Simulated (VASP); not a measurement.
# Ca4AlTl (F-43m) in VASP: a series of runs, part 2 of 2

VASP 6.6.1. Earlier steps stand in the parts before.

## 3. Relaxation of cell and atoms, PBE

This run uses another cell than the first one, of 35.17 Å³/atom.

Contents of INCAR:

```
SYSTEM = Ca4AlTl
PREC = Accurate
ENCUT = 600
EDIFF = 1E-7
ISMEAR = 0
SIGMA = 0.1
LREAL = .False.
LASPH = .True.
NELM = 80
ALGO = Fast
ISIF = 3
LWAVE = .False.
LCHARG = .False.
GGA = PE
IBRION = 2
NSW = 100
EDIFFG = -0.01
```

Contents of KPOINTS:

```
Automatic mesh
0
Gamma
  8 8 8
  0 0 0
```

Contents of POSCAR:

```
Ca4AlTl
1.0
    0.0000000000      4.7251747744      4.7251747744
    4.7251747744      0.0000000000      4.7251747744
    4.7251747744      4.7251747744      0.0000000000
Ca Al Tl
4 1 1
Direct
    0.8736291310      0.3754569563      0.3754569563
    0.3754569563      0.3754569563      0.3754569563
    0.3754569563      0.8736291310      0.3754569563
    0.3754569563      0.3754569563      0.8736291310
    0.7500000000      0.7500000000      0.7500000000
    0.0000000000      0.0000000000      0.0000000000
```

Potentials or basis: VASP PAW PBE potentials, release 64 (Ca_sv, Al, Tl_d).

Run with:

```bash
cat potpaw_PBE.64/Ca_sv/POTCAR potpaw_PBE.64/Al/POTCAR potpaw_PBE.64/Tl_d/POTCAR > POTCAR
mpirun -np 1 vasp_std > vasp.out
```

OUTCAR:

```text
SYSTEM = Ca4AlTl
   PREC = Accurate
   ENCUT = 600
   EDIFF = 1E-7
   ISMEAR = 0
   LREAL = .False.
   LASPH = .True.
   NELM = 80
   ISIF = 3
   GGA = PE
   IBRION = 2
   NSW = 100
   EDIFFG = -0.01

 ion  position               nearest neighbor table
   1  0.874  0.375  0.375-
   2  0.375  0.375  0.375-
   3  0.375  0.874  0.375-
   4  0.375  0.375  0.874-
   5  0.750  0.750  0.750-
   6  0.000  0.000  0.000-

  LATTYP: Found a face centered cubic cell.
 ALAT       =     9.4503495488

  Lattice vectors:

 A1 = (   0.0000000000,   4.7251747744,   4.7251747744)
 A2 = (   4.7251747744,   0.0000000000,   4.7251747744)
 A3 = (   4.7251747744,   4.7251747744,   0.0000000000)

Analysis of symmetry for initial positions (statically):
=====================================================================
 Subroutine PRICEL returns:
 Original cell was already a primitive cell.

 Routine SETGRP: Setting up the symmetry group for a
 face centered cubic supercell.

 Subroutine GETGRP returns: Found 24 space group operations
 (whereof 24 operations were pure point group operations)
 out of a pool of 48 trial point group operations.

The static configuration has the point symmetry T_d .

Analysis of symmetry for dynamics (positions and initial velocities):
=====================================================================
 Subroutine PRICEL returns:
 Original cell was already a primitive cell.

 Routine SETGRP: Setting up the symmetry group for a
 face centered cubic supercell.

 Subroutine GETGRP returns: Found 24 space group operations
 (whereof 24 operations were pure point group operations)
 out of a pool of 48 trial point group operations.

The dynamic configuration has the point symmetry T_d .

 Subroutine INISYM returns: Found 24 space group operations
 (whereof 24 operations are pure point group operations),
 and found     1 'primitive' translations
[... 129 lines left out ...]
   LHFCALC =     F    Hartree Fock is set to
   AEXX    =    0.0000 exact exchange contribution
   IVDW    =     0    specifies the selected vdW correction
   LEPSILON=     F    determine dielectric tensor
   LRPA    =     F    only Hartree local field effects (RPA)
 conjugate gradient relaxation of ions
 non-spin polarized calculation
 RMM-DIIS sequential band-by-band and
 Gauss-broadening in eV      SIGMA  =   0.10
  energy-cutoff  :      600.00
  volume of cell :      211.00
 maximum number of plane-waves:      7119
 NGX is ok and might be reduce to    54
   NGX = 27   NGY = 27   NGZ = 27

--------------------------------------- Ionic step        1  -------------------------------------------

 number of electron      55.9999998 magnetization

 Free energy of the ion-electron system (eV)
  ---------------------------------------------------
  ext. energy  EPLUGINS =         0.00000000
  ---------------------------------------------------
  free energy    TOTEN  =       -11.68297045 eV

  energy without entropy =      -11.64610052  energy(sigma->0) =      -11.66453548

------------------------ aborting loop because EDIFF is reached ----------------------------------------

  FORCE on cell =-STRESS in cart. coord.  units (eV):
  Direction    XX          YY          ZZ          XY          YZ          ZX
  --------------------------------------------------------------------------------------
  -------------------------------------------------------------------------------------
  Total        0.2616685      0.2616685      0.2616685     -0.0000000     -0.0000000      0.0000000
  in kB        1.9869111      1.9869111      1.9869111     -0.0000000     -0.0000000      0.0000000
  external PRESSURE =       1.9869111 kB  Pullay stress =       0.0000000 kB
[... 67 lines left out ...]
--------------------------------------- Ionic step        3  -------------------------------------------

 number of electron      56.0000002 magnetization

 Free energy of the ion-electron system (eV)
  ---------------------------------------------------
  ext. energy  EPLUGINS =         0.00000000
  ---------------------------------------------------
  free energy    TOTEN  =       -11.68488300 eV

  energy without entropy =      -11.64789552  energy(sigma->0) =      -11.66638926

 E-fermi :   2.8310     XC(G=0):  -8.2743

 val. band max:        2.8200822465   @ k =   0.1250   0.1250   0.0000
 cond. band min:       2.8441670492   @ k =  -0.3750   0.2500   0.0000
 fundamental gap:      0.0240848027
 Fermi energy:         2.8309857426

 k-point     1 :       0.0000    0.0000    0.0000
  band No.  band energies     occupation
      1     -38.9373      2.00000
      2     -38.8733      2.00000
      3     -38.8733      2.00000
      4     -38.8733      2.00000
      5     -20.2511      2.00000
      6     -20.0528      2.00000
[... 853 lines left out ...]
     32       3.9982      0.00000
     33       4.2251      0.00000

 [... further k-points ...]

------------------------ aborting loop because EDIFF is reached ----------------------------------------

  FORCE on cell =-STRESS in cart. coord.  units (eV):
  Direction    XX          YY          ZZ          XY          YZ          ZX
  --------------------------------------------------------------------------------------
  -------------------------------------------------------------------------------------
  Total        0.0201709      0.0201709      0.0201709      0.0000000      0.0000000      0.0000000
  in kB        0.1512663      0.1512663      0.1512663      0.0000000      0.0000000      0.0000000
  external PRESSURE =       0.1512663 kB  Pullay stress =       0.0000000 kB
[... 21 lines left out ...]
  FREE ENERGIE OF THE ION-ELECTRON SYSTEM (eV)
  ---------------------------------------------------
  free  energy   TOTEN  =       -11.6848830037 eV

  energy  without entropy=      -11.6478955182  energy(sigma->0) =      -11.66638926

 reached required accuracy - stopping structural energy minimisation
```

OSZICAR:

```text
N       E                     dE             d eps       ncg     rms          rms(c)
DAV:   1     0.540301251758E+03    0.54030E+03   -0.29186E+04  1914   0.171E+03
DAV:   2     0.250086721374E+02   -0.51529E+03   -0.51190E+03  1943   0.464E+02
[... 50 lines left out ...]
RMM:   9    -0.116848820269E+02   -0.23790E-05   -0.18577E-05  3210   0.222E-02    0.354E-03
RMM:  10    -0.116848830979E+02   -0.10710E-05   -0.10040E-05  3174   0.140E-02    0.374E-03
RMM:  11    -0.116848837191E+02   -0.62121E-06   -0.48543E-06  2894   0.979E-03    0.453E-03
RMM:  12    -0.116848837150E+02    0.41300E-08   -0.27502E-06  2488   0.756E-03    0.308E-03
RMM:  13    -0.116848829331E+02    0.78183E-06   -0.17559E-06  2563   0.719E-03    0.143E-03
RMM:  14    -0.116848830037E+02   -0.70534E-07   -0.94653E-07  2056   0.483E-03
   3 F= -.11684883E+02 E0= -.11666389E+02  d E =-.191256E-02
```

CONTCAR:

```text
Ca4AlTl
   1.00000000000000
    -0.0000000000000000    4.7448351337022618    4.7448351337022618
     4.7448351337022618   -0.0000000000000000    4.7448351337022618
     4.7448351337022618    4.7448351337022618    0.0000000000000000
  Ca              Al              Tl
     4     1     1
Direct
     0.8741496975651158    0.3752834341116275    0.3752834341116275
     0.3752834341116275    0.3752834341116275    0.3752834341116275
     0.3752834341116275    0.8741496975651158    0.3752834341116275
     0.3752834341116275    0.3752834341116275    0.8741496975651158
     0.7500000000000000    0.7500000000000000    0.7500000000000000
     0.0000000000000000    0.0000000000000000    0.0000000000000000

  0.00000000E+00  0.00000000E+00  0.00000000E+00
  0.00000000E+00  0.00000000E+00  0.00000000E+00
  0.00000000E+00  0.00000000E+00  0.00000000E+00
  0.00000000E+00  0.00000000E+00  0.00000000E+00
  0.00000000E+00  0.00000000E+00  0.00000000E+00
  0.00000000E+00  0.00000000E+00  0.00000000E+00
```

It took 25 min on 1 thread of Intel Xeon Platinum 8124M at 3.00GHz (Skylake/Cascade Lake), shared host; peak memory 0.57 GiB.

Results:

```
Free energy                           : -11.6849 eV
Relaxed volume                        : 35.61 Å³/atom
Relaxed cell                          : a = 6.710 Å, b = 6.710 Å, c = 6.710 Å, α = 60.00°, β = 60.00°, γ = 60.00°
Space group after relaxing (to 0.1 Å) : F-43m (No. 216)
Energy gained by relaxing             : 0.3 meV/atom
Ionic steps                           : 3
Pressure after relaxing               : 0.0 GPa
Largest force after relaxing          : 0.007 eV/Å
Band gap on the k mesh                : zero (bands 28 and 29 overlap by 0.84 eV)
```

Forces on the atoms (eV/Å):
```
Ca   0.004 -0.004 -0.004
Ca   0.004  0.004  0.004
Ca  -0.004  0.004 -0.004
Ca  -0.004 -0.004  0.004
Al   0.000  0.000  0.000
Tl   0.000  0.000  0.000
```

The path:
```tsv
step	energy change (eV)	largest force (eV/Å)	pressure (GPa)	volume (Å³)
1	0.0000	0.0298	0.20	211.00
2	-0.0014	0.0111	0.10	212.34
3	-0.0019	0.0070	0.02	213.65
```

Final structure:
```yaml
crystal:
  lattice:
    - [0.00000, 4.74484, 4.74484]
    - [4.74484, 0.00000, 4.74484]
    - [4.74484, 4.74484, 0.00000]
  atoms:
    - { symbol: Ca, position: [0.87415, 0.37528, 0.37528] }
    - { symbol: Ca, position: [0.37528, 0.37528, 0.37528] }
    - { symbol: Ca, position: [0.37528, 0.87415, 0.37528] }
    - { symbol: Ca, position: [0.37528, 0.37528, 0.87415] }
    - { symbol: Al, position: [0.75000, 0.75000, 0.75000] }
    - { symbol: Tl, position: [0.00000, 0.00000, 0.00000] }
```

Caveat: spin-orbit coupling is left out, which moves the levels of the heavy elements.

The gap in the log of VASP goes by the Fermi energy; the results here count the filled bands.